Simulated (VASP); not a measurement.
A run of VASP 6.6.1 is set up as follows.

INCAR

```
SYSTEM = CdSeS3
PREC = Accurate
ENCUT = 520
EDIFF = 1E-7
ISMEAR = 0
SIGMA = 0.1
LREAL = .FALSE.
LASPH = .TRUE.
NELM = 80
ALGO = Normal
ISIF = 2
LWAVE = .FALSE.
LCHARG = .TRUE.
GGA = PE
LELF = .TRUE.
LVHAR = .TRUE.
NBANDS = 26
```

File KPOINTS:

```
regular mesh
0
G
  4 4 4
  0 0 0
```

Contents of POSCAR:

```
CdSeS3
1.0
    5.1573691300      0.0000000000      0.0000000000
    0.0000000000      5.1573691300      0.0000000000
    0.0000000000      0.0000000000      5.1573691300
Cd Se S
1 1 3
Direct
    0.0000000000      0.0000000000      0.0000000000
    0.5000000000      0.5000000000      0.5000000000
    0.5000000000      0.5000000000      0.0000000000
    0.0000000000      0.5000000000      0.5000000000
    0.5000000000      0.0000000000      0.5000000000
```

Potentials or basis: VASP PAW PBE potentials, release 64 (Cd, Se, S).

Launch:

```console
$ cat potpaw_PBE.64/Cd/POTCAR potpaw_PBE.64/Se/POTCAR potpaw_PBE.64/S/POTCAR > POTCAR
$ mpirun -np 1 vasp_std > vasp.out
```

Q: Estimate the pressure.

A: -6.3 GPa.

Q: Predict the band gap on the k mesh.

A: Zero (band 18 reaches 1.28 eV, above the bottom of band 19 at 0.72 eV).
